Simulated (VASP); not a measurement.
# Ba (Im-3m) in VASP: further runs

Ba is run at these levels: PBE; tasks: single point.

Program: VASP 6.6.1. These are calculated values, not measurements. Logs are shortened: lines on timing, memory, paths and dates and some standing lists are left out, and cuts for length are marked.

## 1. The cell of the first run

Symmetry: Im-3m, No. 229, cubic system. The conventional cell has a = 5.025 Å, b = 5.025 Å, c = 5.025 Å, α = 90.00°, β = 90.00°, γ = 90.00°. Ba (site symmetry m-3m) has 14 Ba at 4.35 to 5.02 Å within 5.7 Å.

## 2. Single point, PBE

INCAR reads:

```
SYSTEM = Ba
ALGO = Normal
EDIFF = 1E-6
ENCUT = 520
GGA = PE
ISIF = 2
ISMEAR = -1
LASPH = .True.
LCHARG = .False.
LREAL = .False.
LWAVE = .False.
NBANDS = 11
NELM = 80
PREC = Accurate
SIGMA = 0.1
```

KPOINTS reads:

```
k-points
0
Gamma
  9 9 9
  0 0 0
```

POSCAR reads:

```
Ba
1.0
   -2.5124914082      2.5124914082      2.5124914082
    2.5124914082     -2.5124914082      2.5124914082
    2.5124914082      2.5124914082     -2.5124914082
Ba
1
Direct
    0.0000000000      0.0000000000      0.0000000000
```

Potentials or basis: VASP PAW PBE potentials, release 64 (Ba_sv).

On the command line:

```bash
$ cat potpaw_PBE.64/Ba_sv/POTCAR > POTCAR
$ mpirun -np 1 vasp_std > vasp.out
```

OUTCAR:

```text
SYSTEM = Ba
   EDIFF = 1E-6
   ENCUT = 520
   GGA = PE
   ISIF = 2
   ISMEAR = -1
   LASPH = .True.
   LREAL = .False.
   NELM = 80
   PREC = Accurate

 ion  position               nearest neighbor table
   1  0.000  0.000  0.000-

  LATTYP: Found a body centered cubic cell.
 ALAT       =     5.0249828164

  Lattice vectors:

 A1 = (  -2.5124914082,   2.5124914082,   2.5124914082)
 A2 = (   2.5124914082,  -2.5124914082,   2.5124914082)
 A3 = (   2.5124914082,   2.5124914082,  -2.5124914082)

Analysis of symmetry for initial positions (statically):
=====================================================================
 Subroutine PRICEL returns:
 Original cell was already a primitive cell.

 Routine SETGRP: Setting up the symmetry group for a
 body centered cubic supercell.

 Subroutine GETGRP returns: Found 48 space group operations
 (whereof 48 operations were pure point group operations)
 out of a pool of 48 trial point group operations.

The static configuration has the point symmetry O_h .

Analysis of symmetry for dynamics (positions and initial velocities):
=====================================================================
 Subroutine PRICEL returns:
 Original cell was already a primitive cell.

 Routine SETGRP: Setting up the symmetry group for a
 body centered cubic supercell.

 Subroutine GETGRP returns: Found 48 space group operations
 (whereof 48 operations were pure point group operations)
 out of a pool of 48 trial point group operations.

The dynamic configuration has the point symmetry O_h .

 Subroutine INISYM returns: Found 48 space group operations
 (whereof 48 operations are pure point group operations),
 and found     1 'primitive' translations

----------------------------------------------------------------------------------------

                                     Primitive cell

  volume of cell :      63.4415

  direct lattice vectors                    reciprocal lattice vectors
    -2.512491408  2.512491408  2.512491408     0.000000000  0.199005656  0.199005656
     2.512491408 -2.512491408  2.512491408     0.199005656  0.000000000  0.199005656
     2.512491408  2.512491408 -2.512491408     0.199005656  0.199005656  0.000000000

  length of vectors
     4.351762773  4.351762773  4.351762773     0.281436497  0.281436497  0.281436497

  position of ions in fractional coordinates (direct lattice)
     0.000000000  0.000000000  0.000000000

  ion indices of the primitive-cell ions
   primitive index   ion index
                 1           1

----------------------------------------------------------------------------------------

 KPOINTS: k-points

Automatic generation of k-mesh.
 Grid dimensions read from file:
 generate k-points for:    9    9    9

 Generating k-lattice:

  Cartesian coordinates                     Fractional coordinates (reciprocal lattice)
     0.000000000  0.022111740  0.022111740     0.111111111  0.000000000  0.000000000
     0.022111740  0.000000000  0.022111740     0.000000000  0.111111111  0.000000000
     0.022111740  0.022111740  0.000000000     0.000000000  0.000000000  0.111111111

  Length of vectors
     0.031270722  0.031270722  0.031270722

  Shift w.r.t. Gamma in fractional coordinates (k-lattice)
     0.000000000  0.000000000  0.000000000

 Subroutine IBZKPT returns following result:
 ===========================================

 Found     35 irreducible k-points:

 Following reciprocal coordinates:
            Coordinates               Weight
  0.000000  0.000000  0.000000      1.000000
  0.111111  0.000000  0.000000     12.000000
  0.222222  0.000000  0.000000     12.000000
  0.333333  0.000000  0.000000     12.000000
  0.444444  0.000000  0.000000     12.000000
  0.111111  0.111111  0.000000     24.000000
[... 16 lines left out ...]
 -0.333333  0.444444  0.111111     48.000000
 -0.444444 -0.444444  0.111111     24.000000
 [... further k-points ...]
   k-points           NKPTS =     35   k-points in BZ     NKDIM =     35   number of bands    NBANDS=     11
   number of dos      NEDOS =    301   number of ions     NIONS =      1
   total plane-waves  NPLWV =  32768
   dimension x,y,z NGX =    32 NGY =   32 NGZ =   32
   dimension x,y,z NGXF=    64 NGYF=   64 NGZF=   64
   ions per type =               1
   NGX,Y,Z   is equivalent  to a cutoff of  12.22, 12.22, 12.22 a.u.
   NGXF,Y,Z  is equivalent  to a cutoff of  24.45, 24.45, 24.45 a.u.
 SYSTEM =  Ba
   PREC   = accura    normal or accurate (medium, high low for compatibility)
   ISTART =      0    job   : 0-new  1-cont  2-samecut
   ICHARG =      2    charge: 1-file 2-atom 10-const
   ISPIN  =      1    spin polarized calculation?
   LNONCOLLINEAR =      F non collinear calculations
   LSORBIT =      F    spin-orbit coupling
   LASPH  =      T    aspherical Exc in radial PAW
   ENCUT  =  520.0 eV  38.22 Ry    6.18 a.u.   8.09  8.09  8.09*2*pi/ulx,y,z
   NELM   =     80;   NELMIN=  2; NELMDL= -5     # of ELM steps
   EDIFF  = 0.1E-05   stopping-criterion for ELM
   LREAL  =      F    real-space projection
   EDIFFG = 0.1E-04   stopping-criterion for IOM
   NSW    =      0    number of steps for IOM
   IBRION =     -1    ionic relax: 0-MD 1-quasi-New 2-CG
   NFREE  =      0    steps in history (QN), initial steepest desc. (CG)
   ISIF   =      2    stress and relaxation
   ISYM   =      2    0-nonsym 1-usesym 2-fastsym
   POTIM  = 0.5000    time-step for ionic-motion
   TEBEG  =    0.0;   TEEND  =   0.0 temperature during run
   PSTRESS=    0.0 pullay stress
   NELECT =      10.0000    total number of electrons
   NUPDOWN=      -1.0000    fix difference up-down
   EMIN   =  10.00;   EMAX   =-10.00  energy-range for DOS
   EFERMI =   0.00;   METHOD = LEGACY
   ISMEAR =    -1;   SIGMA  =   0.10  broadening in eV -4-tet -1-fermi 0-gaus
   EFERMI_NEDOS =   21; number of points for ismear=-14 and -15
   IALGO  =     38    algorithm
   IMIX   =      4    mixing-type and parameters
     AMIX     =   0.40;   BMIX     =  1.00
     AMIX_MAG =   1.60;   BMIX_MAG =  1.00
  volume/ion in A,a.u.               =      63.44       428.12
  Fermi-wavevector in a.u.,A,eV,Ry     =   0.884335  1.671151 10.640419  0.782049
  Thomas-Fermi vector in A             =   2.005222
   LORBIT       =      0    0 simple, 1 ext, 2 COOP (PROOUT), +10 PAW based schemes
   GGA     = PE    functional components
   LHFCALC =     F    Hartree Fock is set to
   AEXX    =    0.0000 exact exchange contribution
   IVDW    =     0    specifies the selected vdW correction
   LEPSILON=     F    determine dielectric tensor
   LRPA    =     F    only Hartree local field effects (RPA)
 non-spin polarized calculation
  energy-cutoff  :      520.00
  volume of cell :       63.44
 maximum number of plane-waves:      1730
   NGX = 17   NGY = 17   NGZ = 17

 number of electron      10.0000000 magnetization

 Free energy of the ion-electron system (eV)
  ---------------------------------------------------
  ext. energy  EPLUGINS =         0.00000000
  ---------------------------------------------------
  free energy    TOTEN  =        -1.92869720 eV

  energy without entropy =       -1.88402908  energy(sigma->0) =       -1.90636314

 E-fermi :   1.6415     XC(G=0):  -7.3861

 val. band max:        1.5206222547   @ k =  -0.4444  -0.4444   0.2222
 cond. band min:       1.6710066904   @ k =  -0.3333   0.3333   0.3333
 fundamental gap:      0.1503844357
 Fermi energy:         1.6414864656

 k-point     1 :       0.0000    0.0000    0.0000
  band No.  band energies     occupation
      1     -27.2702      2.00000
      2     -12.2240      2.00000
      3     -12.2240      2.00000
      4     -12.2240      2.00000
      5      -1.1231      2.00000
      6       3.4473      0.00000
      7       3.4473      0.00000
      8       3.4473      0.00000
      9       4.8391      0.00000
     10       4.8391      0.00000
     11       8.5382      0.00000

 k-point     2 :       0.1111    0.0000    0.0000
  band No.  band energies     occupation
      1     -27.2653      2.00000
      2     -12.2802      2.00000
      3     -12.2414      2.00000
      4     -12.2243      2.00000
      5      -0.8965      2.00000
      6       3.2666      0.00000
      7       3.3335      0.00000
      8       3.6800      0.00000
      9       4.5885      0.00000
     10       4.8278      0.00000
     11       8.7847      0.00000

 k-point     3 :       0.2222    0.0000    0.0000
  band No.  band energies     occupation
      1     -27.2529      2.00000
      2     -12.4180      2.00000
      3     -12.2848      2.00000
      4     -12.2252      2.00000
      5      -0.2985      2.00000
      6       2.8861      0.00001
      7       2.8956      0.00001
      8       4.3572      0.00000
      9       4.5476      0.00000
     10       4.8670      0.00000
     11       8.9748      0.00000

 k-point     4 :       0.3333    0.0000    0.0000
  band No.  band energies     occupation
      1     -27.2387      2.00000
      2     -12.5672      2.00000
      3     -12.3333      2.00000
      4     -12.2262      2.00000
      5       0.3829      1.99999
      6       2.5379      0.00026
      7       2.5833      0.00016
      8       4.7739      0.00000
      9       5.0522      0.00000
     10       5.4039      0.00000
     11       8.1676      0.00000

 k-point     5 :       0.4444    0.0000    0.0000
  band No.  band energies     occupation
      1     -27.2294      2.00000
      2     -12.6609      2.00000
      3     -12.3644      2.00000
      4     -12.2269      2.00000
      5       0.7099      1.99982
      6       2.3421      0.00181
      7       2.7745      0.00002
      8       4.8286      0.00000
      9       5.3246      0.00000
     10       6.5532      0.00000
     11       7.3754      0.00000
[... 211 lines left out ...]
 k-point    21 :      -0.2222    0.3333    0.1111
  band No.  band energies     occupation
      1     -27.2360      2.00000
      2     -12.5085      2.00000
      3     -12.3570      2.00000
      4     -12.2929      2.00000
      5       0.5312      1.99997
      6       2.4339      0.00072
      7       2.9970      0.00000
      8       3.8173      0.00000
      9       4.9345      0.00000
     10       5.4055      0.00000
     11       8.3356      0.00000

 k-point    22 :      -0.4444    0.4444    0.1111
  band No.  band energies     occupation
      1     -27.2258      2.00000
      2     -12.6459      2.00000
      3     -12.3845      2.00000
      4     -12.2652      2.00000
      5       0.9150      1.99860
      6       2.4876      0.00042
      7       2.5683      0.00019
      8       4.1964      0.00000
      9       5.5301      0.00000
     10       6.4804      0.00000
     11       7.9512      0.00000

 k-point    23 :      -0.3333    0.4444    0.1111
  band No.  band energies     occupation
      1     -27.2250      2.00000
      2     -12.5938      2.00000
      3     -12.4140      2.00000
      4     -12.2960      2.00000
      5       1.1067      1.99052
      6       2.1253      0.01572
      7       2.7785      0.00002
      8       4.1035      0.00000
      9       5.2029      0.00000
     10       6.1800      0.00000
     11       8.0293      0.00000

 k-point    24 :      -0.4444   -0.4444    0.1111
  band No.  band energies     occupation
      1     -27.2206      2.00000
      2     -12.6273      2.00000
      3     -12.4372      2.00000
      4     -12.2957      2.00000
      5       1.2671      1.95378
      6       2.2346      0.00530
      7       2.5704      0.00018
      8       4.0773      0.00000
      9       5.5717      0.00000
     10       7.0174      0.00000
     11       7.4002      0.00000

 [... further k-points ...]

------------------------ aborting loop because EDIFF is reached ----------------------------------------

  FORCE on cell =-STRESS in cart. coord.  units (eV):
  Direction    XX          YY          ZZ          XY          YZ          ZX
  --------------------------------------------------------------------------------------
  -------------------------------------------------------------------------------------
  Total        0.0200379      0.0200379      0.0200379      0.0000000      0.0000000      0.0000000
  in kB        0.5060457      0.5060457      0.5060457      0.0000000      0.0000000      0.0000000
  external PRESSURE =       0.5060457 kB  Pullay stress =       0.0000000 kB

 VOLUME and BASIS-vectors are now :
 -----------------------------------------------------------------------------
  energy-cutoff  :      520.00
  volume of cell :       63.44
      direct lattice vectors                 reciprocal lattice vectors
    -2.512491408  2.512491408  2.512491408     0.000000000  0.199005656  0.199005656
     2.512491408 -2.512491408  2.512491408     0.199005656  0.000000000  0.199005656
     2.512491408  2.512491408 -2.512491408     0.199005656  0.199005656  0.000000000

 POSITION                                       TOTAL-FORCE (eV/Angst)
 -----------------------------------------------------------------------------------
      0.00000      0.00000      0.00000        -0.000000      0.000000      0.000000
 -----------------------------------------------------------------------------------
    total drift:                                0.000000      0.000000      0.000000

  FREE ENERGIE OF THE ION-ELECTRON SYSTEM (eV)
  ---------------------------------------------------
  free  energy   TOTEN  =        -1.9286971951 eV

  energy  without entropy=       -1.8840290823  energy(sigma->0) =       -1.90636314
```

Run time: 21 s. Hardware: 1 thread of Intel Xeon Platinum 8259CL at 2.50GHz (Skylake/Cascade Lake), shared host; peak memory 0.18 GiB.

What came out:

- Free energy: -1.9287 eV
- Pressure: 0.1 GPa
- Band gap on the k mesh: zero (band 5 reaches 2.07 eV, above the bottom of band 6 at 1.16 eV)

Caveat: spin-orbit coupling is left out, which moves the levels of the heavy elements.

## 3. Single point, PBE

INCAR reads:

```
SYSTEM = Ba
ALGO     = Normal         ! electronic algorithm
EDIFF    = 1E-6           ! SCF threshold, eV
ENCUT    = 520            ! plane-wave cutoff, eV
GGA      = PE             ! functional
ISIF     = 2              ! what is computed and relaxed
ISMEAR   = -1             ! smearing method
LASPH    = .TRUE.         ! aspherical terms in the spheres
LCHARG   = .TRUE.         ! write CHGCAR
LELF     = .TRUE.         ! ELF
LREAL    = .FALSE.        ! projectors in reciprocal space
LVHAR    = .TRUE.       
LWAVE    = .FALSE.        ! write WAVECAR
NBANDS   = 11             ! bands
NELM     = 80             ! most SCF steps
PREC     = Accurate       ! precision mode
SIGMA    = 0.01           ! smearing width, eV
```

KPOINTS reads:

```
k-points
0
G
  9 9 9
  0 0 0
```

POSCAR is that of step 2.

Potentials or basis: VASP PAW PBE potentials, release 64 (Ba_sv).

On the command line:

```bash
$ cat potpaw_PBE.64/Ba_sv/POTCAR > POTCAR
$ mpirun -np 1 vasp_std > vasp.out
```

Wall time 24 s (1 thread of Intel Xeon Platinum 8259CL at 2.50GHz (Skylake/Cascade Lake), shared host); peak memory 0.18 GiB.

Results (log left out):

* Free energy: -1.9059 eV
* Pressure: 0.1 GPa
* Band gap on the k mesh: zero (band 5 reaches 2.07 eV, above the bottom of band 6 at 1.16 eV)

Levels at points of the mesh, in eV from the Fermi level:
| k point | band 1 | band 2 | band 3 | band 4 | band 5 | band 6 | band 7 | band 8 | band 9 | band 10 |
| --- | --- | --- | --- | --- | --- | --- | --- | --- | --- | --- |
| (0.00, 0.00, 0.00) | -28.94 | -13.90 | -13.90 | -13.90 | -2.79 | 1.77 | 1.77 | 1.77 | 3.17 | 3.17 |

Caveat: spin-orbit coupling is left out, which moves the levels of the heavy elements.

## 4. Single point, PBE

INCAR reads:

```
PREC = Accurate ; ENCUT = 520
EDIFF = 1E-7 ; ISMEAR = -1
SIGMA = 0.03 ; LREAL = False
LASPH = True ; NELM = 80
ALGO = Normal ; ISIF = 2
LWAVE = False ; LCHARG = True
GGA = PE ; LELF = True
LVHAR = True ; NBANDS = 11
```

KPOINTS reads:

```
Automatic mesh
0
Gamma
  9 9 9
```

POSCAR is that of step 3.

On the command line:

```bash
$ cat potpaw_PBE.64/Ba_sv/POTCAR > POTCAR
$ mpirun -np 1 vasp_std > vasp.out
```

Wall time 18 s (1 thread of Intel Xeon Platinum 8259CL at 2.50GHz (Skylake/Cascade Lake), shared host); peak memory 0.18 GiB.

Results (log left out):

| Quantity | Value |
| --- | --- |
| Free energy | -1.9088 eV |
| Pressure | 0.0 GPa |
| Band gap on the k mesh | zero (band 5 reaches 2.07 eV, above the bottom of band 6 at 1.16 eV) |

Levels at points of the mesh, in eV from the Fermi level:
| k point | band 1 | band 2 | band 3 | band 4 | band 5 | band 6 | band 7 | band 8 | band 9 | band 10 |
| --- | --- | --- | --- | --- | --- | --- | --- | --- | --- | --- |
| (0.00, 0.00, 0.00) | -28.93 | -13.88 | -13.88 | -13.88 | -2.78 | 1.79 | 1.79 | 1.79 | 3.18 | 3.18 |

Caveat: spin-orbit coupling is left out, which moves the levels of the heavy elements.

(Continued in part 2 of 2.)
